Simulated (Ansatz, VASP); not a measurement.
## Two plane-wave programs on SiC

```
Si C
1.0
     3.07600    0.00000    0.00000
    -1.53800    2.66389    0.00000
     0.00000    0.00000    5.04800
Si C
2 2
Direct
  0.33333 0.66667 0.00000
  0.66667 0.33333 0.50000
  0.36178 0.66667 0.38500
  0.66667 0.33333 0.88500
```

Alike in both runs: task single point; functional PBE; k mesh 12 × 12 × 6; occupations gaussian, width 0.05 eV; no spin polarisation.

```csv
,VASP,Ansatz
version,VASP 6.6.1,Ansatz 0.2.0
potentials or method,"VASP PAW PBE potentials, release 64 (Si, C), cutoff 520 eV","scalar-relativistic, plane waves, PAW"
valence electrons in the cell,16,16
```

```tsv
	VASP	Ansatz	Ansatz less VASP
gap on the k mesh at the Fermi level (eV)	2.26	2.26	+0.003
least direct gap on the mesh (eV)	4.00	4.00	+0.005
pressure (GPa)	4.2	4.2	+0.06
traceless stress, the component that is largest in VASP (GPa)	-3.82	-3.82	+0.004
rms of the force components (eV/Å)	0.878	0.879	+0.0002
```

Atom by atom the forces differ by 0.000 eV/Å (rms over components).
